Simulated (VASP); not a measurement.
# Ge2P (Fm-3m) in VASP: a series of runs

Runs on Ge2P. Level: PBE. Tasks: single point, relaxation of cell and atoms.

All numbers are computed with VASP 6.6.1; they aren't measurements. Logs are shortened: lines on timing, memory, paths and dates and some standing lists are left out, and cuts for length are marked.

## Step 1: The cell of the first run

It takes space group Fm-3m (No. 225, cubic). The conventional cell has a = 5.769 Å, b = 5.769 Å, c = 5.769 Å, α = 90.00°, β = 90.00°, γ = 90.00°. Within 3.3 Å of Ge (site symmetry -43m) lie 4 P at 2.50 Å and 6 Ge at 2.88 Å. P (site symmetry m-3m) has 8 Ge at 2.50 Å within 3.3 Å.

## Step 2: Single point, PBE

Contents of INCAR:

```
PREC = Accurate
ENCUT = 520
EDIFF = 1E-6
ISMEAR = 0
SIGMA = 0.1
LREAL = F
LASPH = T
NELM = 100
ALGO = Normal
ISIF = 2
LWAVE = F
LCHARG = F
GGA = PE
NBANDS = 24
```

Contents of KPOINTS:

```
Automatic mesh
0
Gamma
  6 6 6
```

Contents of POSCAR:

```
Ge2P
1.0
    0.0000000000      2.8844436300      2.8844436300
    2.8844436300      0.0000000000      2.8844436300
    2.8844436300      2.8844436300      0.0000000000
Ge P
2 1
Direct
    0.7500000000      0.7500000000      0.7500000000
    0.2500000000      0.2500000000      0.2500000000
    0.0000000000      0.0000000000      0.0000000000
```

Potentials or basis: VASP PAW PBE potentials, release 64 (Ge_d, P).

The run is started by

```bash
> cat potpaw_PBE.64/Ge_d/POTCAR potpaw_PBE.64/P/POTCAR > POTCAR
> mpirun -np 1 vasp_std > vasp.out
```

OUTCAR:

```text
PREC = Accurate
   ENCUT = 520
   EDIFF = 1E-6
   ISMEAR = 0
   LREAL = F
   LASPH = T
   NELM = 100
   ISIF = 2
   GGA = PE

 ion  position               nearest neighbor table
   1  0.750  0.750  0.750-   3 2.50   3 2.50   3 2.50   3 2.50   2 2.88   2 2.88   2 2.88   2 2.88
                             2 2.88   2 2.88
   2  0.250  0.250  0.250-   3 2.50   3 2.50   3 2.50   3 2.50   1 2.88   1 2.88   1 2.88   1 2.88
                             1 2.88   1 2.88
   3  0.000  0.000  0.000-   1 2.50   1 2.50   1 2.50   1 2.50   2 2.50   2 2.50   2 2.50   2 2.50

  LATTYP: Found a face centered cubic cell.
 ALAT       =     5.7688872600

  Lattice vectors:

 A1 = (   0.0000000000,   2.8844436300,   2.8844436300)
 A2 = (   2.8844436300,   0.0000000000,   2.8844436300)
 A3 = (   2.8844436300,   2.8844436300,   0.0000000000)

Analysis of symmetry for initial positions (statically):
=====================================================================
 Subroutine PRICEL returns:
 Original cell was already a primitive cell.

 Routine SETGRP: Setting up the symmetry group for a
 face centered cubic supercell.

 Subroutine GETGRP returns: Found 48 space group operations
 (whereof 48 operations were pure point group operations)
 out of a pool of 48 trial point group operations.

The static configuration has the point symmetry O_h .

Analysis of symmetry for dynamics (positions and initial velocities):
=====================================================================
 Subroutine PRICEL returns:
 Original cell was already a primitive cell.

 Routine SETGRP: Setting up the symmetry group for a
 face centered cubic supercell.

 Subroutine GETGRP returns: Found 48 space group operations
 (whereof 48 operations were pure point group operations)
 out of a pool of 48 trial point group operations.

The dynamic configuration has the point symmetry O_h .

 Subroutine INISYM returns: Found 48 space group operations
 (whereof 48 operations are pure point group operations),
 and found     1 'primitive' translations

----------------------------------------------------------------------------------------

                                     Primitive cell

  volume of cell :      47.9972

  direct lattice vectors                    reciprocal lattice vectors
     0.000000000  2.884443630  2.884443630    -0.173343654  0.173343654  0.173343654
     2.884443630  0.000000000  2.884443630     0.173343654 -0.173343654  0.173343654
     2.884443630  2.884443630  0.000000000     0.173343654  0.173343654 -0.173343654

  length of vectors
     4.079219301  4.079219301  4.079219301     0.300240017  0.300240017  0.300240017

  position of ions in fractional coordinates (direct lattice)
     0.750000000  0.750000000  0.750000000
     0.250000000  0.250000000  0.250000000
     0.000000000  0.000000000  0.000000000

  ion indices of the primitive-cell ions
   primitive index   ion index
                 1           1
                 2           2
                 3           3

----------------------------------------------------------------------------------------

 KPOINTS: Automatic mesh

Automatic generation of k-mesh.
 Grid dimensions read from file:
 generate k-points for:    6    6    6

 Generating k-lattice:

  Cartesian coordinates                     Fractional coordinates (reciprocal lattice)
    -0.028890609  0.028890609  0.028890609     0.166666667  0.000000000  0.000000000
     0.028890609 -0.028890609  0.028890609     0.000000000  0.166666667  0.000000000
     0.028890609  0.028890609 -0.028890609     0.000000000  0.000000000  0.166666667

  Length of vectors
     0.050040003  0.050040003  0.050040003

  Shift w.r.t. Gamma in fractional coordinates (k-lattice)
     0.000000000  0.000000000  0.000000000

 Subroutine IBZKPT returns following result:
 ===========================================

 Found     16 irreducible k-points:

 Following reciprocal coordinates:
            Coordinates               Weight
  0.000000  0.000000  0.000000      1.000000
  0.166667  0.000000  0.000000      8.000000
  0.333333  0.000000  0.000000      8.000000
  0.500000  0.000000  0.000000      4.000000
  0.166667  0.166667  0.000000      6.000000
  0.333333  0.166667  0.000000     24.000000
[... 8 lines left out ...]
 -0.333333  0.333333  0.166667     24.000000
 -0.333333  0.500000  0.166667     12.000000
   k-points           NKPTS =     16   k-points in BZ     NKDIM =     16   number of bands    NBANDS=     24
   number of dos      NEDOS =    301   number of ions     NIONS =      3
   total plane-waves  NPLWV =  27000
   dimension x,y,z NGX =    30 NGY =   30 NGZ =   30
   dimension x,y,z NGXF=    60 NGYF=   60 NGZF=   60
   ions per type =               2   1
   NGX,Y,Z   is equivalent  to a cutoff of  12.23, 12.23, 12.23 a.u.
   NGXF,Y,Z  is equivalent  to a cutoff of  24.45, 24.45, 24.45 a.u.
 SYSTEM =  unknown system
   PREC   = accura    normal or accurate (medium, high low for compatibility)
   ISTART =      0    job   : 0-new  1-cont  2-samecut
   ICHARG =      2    charge: 1-file 2-atom 10-const
   ISPIN  =      1    spin polarized calculation?
   LNONCOLLINEAR =      F non collinear calculations
   LSORBIT =      F    spin-orbit coupling
   LASPH  =      T    aspherical Exc in radial PAW
   ENCUT  =  520.0 eV  38.22 Ry    6.18 a.u.   7.58  7.58  7.58*2*pi/ulx,y,z
   NELM   =    100;   NELMIN=  2; NELMDL= -5     # of ELM steps
   EDIFF  = 0.1E-05   stopping-criterion for ELM
   LREAL  =      F    real-space projection
   EDIFFG = 0.1E-04   stopping-criterion for IOM
   NSW    =      0    number of steps for IOM
   IBRION =     -1    ionic relax: 0-MD 1-quasi-New 2-CG
   NFREE  =      0    steps in history (QN), initial steepest desc. (CG)
   ISIF   =      2    stress and relaxation
   ISYM   =      2    0-nonsym 1-usesym 2-fastsym
   POTIM  = 0.5000    time-step for ionic-motion
   TEBEG  =    0.0;   TEEND  =   0.0 temperature during run
   PSTRESS=    0.0 pullay stress
   NELECT =      33.0000    total number of electrons
   NUPDOWN=      -1.0000    fix difference up-down
   EMIN   =  10.00;   EMAX   =-10.00  energy-range for DOS
   EFERMI =   0.00;   METHOD = LEGACY
   ISMEAR =     0;   SIGMA  =   0.10  broadening in eV -4-tet -1-fermi 0-gaus
   EFERMI_NEDOS =   21; number of points for ismear=-14 and -15
   IALGO  =     38    algorithm
   IMIX   =      4    mixing-type and parameters
     AMIX     =   0.40;   BMIX     =  1.00
     AMIX_MAG =   1.60;   BMIX_MAG =  1.00
  volume/ion in A,a.u.               =      16.00       107.97
  Fermi-wavevector in a.u.,A,eV,Ry     =   1.444910  2.730484 28.405761  2.087765
  Thomas-Fermi vector in A             =   2.563151
   LORBIT       =      0    0 simple, 1 ext, 2 COOP (PROOUT), +10 PAW based schemes
   GGA     = PE    functional components
   LHFCALC =     F    Hartree Fock is set to
   AEXX    =    0.0000 exact exchange contribution
   IVDW    =     0    specifies the selected vdW correction
   LEPSILON=     F    determine dielectric tensor
   LRPA    =     F    only Hartree local field effects (RPA)
 non-spin polarized calculation
 Gauss-broadening in eV      SIGMA  =   0.10
  energy-cutoff  :      520.00
  volume of cell :       48.00
 maximum number of plane-waves:      1308
   NGX = 15   NGY = 15   NGZ = 15

 number of electron      32.9999975 magnetization

 Free energy of the ion-electron system (eV)
  ---------------------------------------------------
  ext. energy  EPLUGINS =         0.00000000
  ---------------------------------------------------
  free energy    TOTEN  =       -12.45200416 eV

  energy without entropy =      -12.44121906  energy(sigma->0) =      -12.44661161

 E-fermi :   8.7664     XC(G=0): -11.5828

 val. band max:        8.7610511425   @ k =   0.3333   0.1667   0.0000
 cond. band min:       8.8407124160   @ k =   0.5000   0.1667   0.0000
 fundamental gap:      0.0796612735
 Fermi energy:         8.7664372796

 k-point     1 :       0.0000    0.0000    0.0000
  band No.  band energies     occupation
      1     -16.2704      2.00000
      2     -16.2704      2.00000
      3     -16.2313      2.00000
      4     -16.2313      2.00000
      5     -16.2313      2.00000
      6     -16.1310      2.00000
[... 16 lines left out ...]
     23      13.9851      0.00000
     24      13.9851      0.00000

 k-point     2 :       0.1667    0.0000    0.0000
  band No.  band energies     occupation
      1     -16.2574      2.00000
      2     -16.2574      2.00000
      3     -16.2261      2.00000
      4     -16.2234      2.00000
      5     -16.2234      2.00000
      6     -16.1371      2.00000
[... 16 lines left out ...]
     23      16.5157      0.00000
     24      16.5157      0.00000

 k-point     3 :       0.3333    0.0000    0.0000
  band No.  band energies     occupation
      1     -16.2215      2.00000
      2     -16.2215      2.00000
      3     -16.2108      2.00000
      4     -16.2027      2.00000
      5     -16.2027      2.00000
      6     -16.1543      2.00000
[... 16 lines left out ...]
     23      18.2463      0.00000
     24      18.5415      0.00000

 k-point     4 :       0.5000    0.0000    0.0000
  band No.  band energies     occupation
      1     -16.1951      2.00000
      2     -16.1845      2.00000
      3     -16.1845      2.00000
      4     -16.1725      2.00000
      5     -16.1725      2.00000
      6     -16.1709      2.00000
[... 16 lines left out ...]
     23      16.0444      0.00000
     24      16.0444      0.00000

 k-point     5 :       0.1667    0.1667    0.0000
  band No.  band energies     occupation
      1     -16.2681      2.00000
      2     -16.2415      2.00000
      3     -16.2346      2.00000
      4     -16.2159      2.00000
      5     -16.2159      2.00000
      6     -16.1420      2.00000
[... 16 lines left out ...]
     23      14.4347      0.00000
     24      16.7013      0.00000

 k-point     6 :       0.3333    0.1667    0.0000
  band No.  band energies     occupation
      1     -16.2534      2.00000
      2     -16.2326      2.00000
      3     -16.2044      2.00000
      4     -16.1982      2.00000
      5     -16.1974      2.00000
      6     -16.1567      2.00000
[... 16 lines left out ...]
     23      17.0876      0.00000
     24      18.0909      0.00000

 k-point     7 :       0.5000    0.1667    0.0000
  band No.  band energies     occupation
      1     -16.2170      2.00000
      2     -16.2151      2.00000
      3     -16.1860      2.00000
      4     -16.1816      2.00000
      5     -16.1797      2.00000
      6     -16.1731      2.00000
[... 16 lines left out ...]
     23      16.5491      0.00000
     24      18.5286      0.00000

 k-point     8 :      -0.3333    0.1667    0.0000
  band No.  band energies     occupation
      1     -16.2267      2.00000
      2     -16.2101      2.00000
      3     -16.2004      2.00000
      4     -16.1789      2.00000
      5     -16.1761      2.00000
      6     -16.1728      2.00000
[... 16 lines left out ...]
     23      16.9689      0.00000
     24      18.2597      0.00000

 k-point     9 :      -0.1667    0.1667    0.0000
  band No.  band energies     occupation
      1     -16.2524      2.00000
      2     -16.2244      2.00000
      3     -16.2230      2.00000
      4     -16.2157      2.00000
      5     -16.2019      2.00000
      6     -16.1546      2.00000
[... 16 lines left out ...]
     23      16.0909      0.00000
     24      18.1417      0.00000

 k-point    10 :       0.3333    0.3333    0.0000
  band No.  band energies     occupation
      1     -16.2633      2.00000
      2     -16.2454      2.00000
      3     -16.1851      2.00000
      4     -16.1851      2.00000
      5     -16.1799      2.00000
      6     -16.1692      2.00000
[... 16 lines left out ...]
     23      16.0539      0.00000
     24      18.7783      0.00000

 k-point    11 :       0.5000    0.3333    0.0000
  band No.  band energies     occupation
      1     -16.2493      2.00000
      2     -16.2399      2.00000
      3     -16.1982      2.00000
      4     -16.1780      2.00000
      5     -16.1771      2.00000
      6     -16.1701      2.00000
[... 16 lines left out ...]
     23      17.3847      0.00000
     24      18.5430      0.00000

 k-point    12 :      -0.3333    0.3333    0.0000
  band No.  band energies     occupation
      1     -16.2215      2.00000
      2     -16.2169      2.00000
      3     -16.2147      2.00000
      4     -16.1898      2.00000
      5     -16.1896      2.00000
      6     -16.1617      2.00000
[... 16 lines left out ...]
     23      17.5918      0.00000
     24      19.9143      0.00000

 k-point    13 :       0.5000    0.5000    0.0000
  band No.  band energies     occupation
      1     -16.2610      2.00000
      2     -16.2499      2.00000
      3     -16.2032      2.00000
      4     -16.1757      2.00000
      5     -16.1757      2.00000
      6     -16.1686      2.00000
[... 16 lines left out ...]
     23      17.5337      0.00000
     24      17.5809      0.00000

 k-point    14 :       0.5000    0.3333    0.1667
  band No.  band energies     occupation
      1     -16.2431      2.00000
      2     -16.2292      2.00000
      3     -16.1892      2.00000
      4     -16.1792      2.00000
      5     -16.1779      2.00000
      6     -16.1739      2.00000
[... 16 lines left out ...]
     23      16.9761      0.00000
     24      17.8549      0.00000

 k-point    15 :      -0.3333    0.3333    0.1667
  band No.  band energies     occupation
      1     -16.2195      2.00000
      2     -16.2168      2.00000
      3     -16.2158      2.00000
      4     -16.1988      2.00000
      5     -16.1738      2.00000
      6     -16.1736      2.00000
[... 16 lines left out ...]
     23      18.5636      0.00000
     24      18.8565      0.00000

 k-point    16 :      -0.3333    0.5000    0.1667
  band No.  band energies     occupation
      1     -16.2402      2.00000
      2     -16.2336      2.00000
      3     -16.2119      2.00000
      4     -16.1924      2.00000
      5     -16.1740      2.00000
      6     -16.1705      2.00000
[... 16 lines left out ...]
     23      17.8477      0.00000
     24      19.3887      0.00000

------------------------ aborting loop because EDIFF is reached ----------------------------------------

  FORCE on cell =-STRESS in cart. coord.  units (eV):
  Direction    XX          YY          ZZ          XY          YZ          ZX
  --------------------------------------------------------------------------------------
  -------------------------------------------------------------------------------------
  Total        5.9842449      5.9842449      5.9842449     -0.0000000      0.0000000      0.0000000
  in kB      199.7578152    199.7578152    199.7578152     -0.0000000      0.0000000      0.0000000
  external PRESSURE =     199.7578152 kB  Pullay stress =       0.0000000 kB

 VOLUME and BASIS-vectors are now :
 -----------------------------------------------------------------------------
  energy-cutoff  :      520.00
  volume of cell :       48.00
      direct lattice vectors                 reciprocal lattice vectors
     0.000000000  2.884443630  2.884443630    -0.173343654  0.173343654  0.173343654
     2.884443630  0.000000000  2.884443630     0.173343654 -0.173343654  0.173343654
     2.884443630  2.884443630  0.000000000     0.173343654  0.173343654 -0.173343654

 POSITION                                       TOTAL-FORCE (eV/Angst)
 -----------------------------------------------------------------------------------
      4.32667      4.32667      4.32667         0.000000      0.000000      0.000000
      1.44222      1.44222      1.44222        -0.000000     -0.000000     -0.000000
      0.00000      0.00000      0.00000         0.000000      0.000000     -0.000000
 -----------------------------------------------------------------------------------
    total drift:                               -0.000000      0.000000      0.000000

  FREE ENERGIE OF THE ION-ELECTRON SYSTEM (eV)
  ---------------------------------------------------
  free  energy   TOTEN  =       -12.4520041619 eV

  energy  without entropy=      -12.4412190627  energy(sigma->0) =      -12.44661161
```

Wall time 8.3 s (1 thread of Intel Xeon 6975P-C (Granite Rapids), shared host); peak memory 0.16 GiB.

Results:

```
Free energy : -12.4520 eV
Pressure    : 20.0 GPa
```

## Step 3: Single point, PBE

This run uses another cell than the first one, of 20.42 Å³/atom, 1.277 times its volume.

Contents of INCAR:

```
PREC = Accurate ; ENCUT = 520
EDIFF = 1E-6 ; ISMEAR = 0
SIGMA = 0.1 ; LREAL = False
LASPH = True ; NELM = 60
ALGO = Normal ; ISIF = 2
LWAVE = False ; LCHARG = True
GGA = PE ; LELF = True
LVHAR = True ; NBANDS = 24
```

KPOINTS is that of step 2.

Contents of POSCAR:

```
Ge2P
1.0
    0.0000000000      3.1289952803      3.1289952803
    3.1289952803      0.0000000000      3.1289952803
    3.1289952803      3.1289952803      0.0000000000
Ge P
2 1
Direct
    0.7500000000      0.7500000000      0.7500000000
    0.2500000000      0.2500000000      0.2500000000
    0.0000000000      0.0000000000      0.0000000000
```

Potentials or basis: VASP PAW PBE potentials, release 64 (Ge_d, P).

The run is started by

```bash
> cat potpaw_PBE.64/Ge_d/POTCAR potpaw_PBE.64/P/POTCAR > POTCAR
> mpirun -np 1 vasp_std > vasp.out
```

Wall time 10 s (1 thread of Intel Xeon 6975P-C (Granite Rapids), shared host); peak memory 0.2 GiB.

The run converged. Its results:

* Free energy: -13.1528 eV
* Pressure: 0.0 GPa

Levels at points of the mesh, in eV from the Fermi level:
```csv
k point,band 13,band 14,band 15,band 16,band 17,band 18,band 19,band 20
"(0.00, 0.00, 0.00)",-4.71,-2.64,-2.64,-2.64,-1.63,-1.63,-1.63,3.88
"(0.50, 0.00, 0.00)",-6.15,-3.80,-3.80,-0.72,-0.72,-0.44,3.75,3.77
"(0.50, 0.50, 0.00)",-7.17,-5.29,-5.29,-2.10,2.33,3.93,3.93,4.38
```

(Continued in part 2 of 2.)
